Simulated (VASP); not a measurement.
Input of a VASP 6.6.1 run:

File INCAR:

```
ALGO     = Normal         # electronic algorithm
EDIFF    = 1E-6           # SCF threshold, eV
ENCUT    = 700            # plane-wave cutoff, eV
GGA      = PE             # functional
GGA_COMPAT= False        
ISIF     = 2              # what is computed and relaxed
ISMEAR   = 0              # smearing method
IVDW     = 12             # dispersion correction
LASPH    = True           # aspherical terms in the spheres
LCHARG   = False          # write CHGCAR
LREAL    = False          # projectors in reciprocal space
LWAVE    = False          # write WAVECAR
NBANDS   = 38             # bands
NELM     = 120            # most SCF steps
PREC     = Accurate       # precision mode
SIGMA    = 0.1            # smearing width, eV
```

Contents of KPOINTS:

```
k-points
0
Gamma
  8 8 12
```

File POSCAR:

```
IrO2
1.0
    4.5028818604      0.0000000000      0.0000000000
    0.0000000000      4.5028818604      0.0000000000
    0.0000000000      0.0000000000      3.1721451115
Ir O
2 4
Direct
    0.5000000000      0.5000000000      0.5000000000
    0.0000000000      0.0000000000      0.0000000000
    0.6914791863      0.6914791863      0.0000000000
    0.8085208137      0.1914791863      0.5000000000
    0.3085208137      0.3085208137      0.0000000000
    0.1914791863      0.8085208137      0.5000000000
```

Potentials or basis: VASP PAW PBE potentials, release 64 (Ir_sv_GW, O).

Command:

```console
$ cat potpaw_PBE.64/Ir_sv_GW/POTCAR potpaw_PBE.64/O/POTCAR > POTCAR
$ mpirun -np 1 vasp_std > vasp.out
```

Task: Estimate the band gap on the k mesh.

Result: Zero (bands 29 and 30 overlap by 1.34 eV).

Task: Estimate the pressure.

Result: -0.4 GPa.

Task: Estimate the dispersion energy per atom.

Result: -0.247 eV.

Forces in eV/Å, atoms in the order of the input:
```
Ir   0.000  0.000  0.000
Ir   0.000  0.000  0.000
O    0.005  0.005  0.000
O   -0.005  0.005  0.000
O   -0.005 -0.005  0.000
O    0.005 -0.005  0.000
```

Caveat: spin-orbit coupling is left out, which moves the levels of the heavy elements.
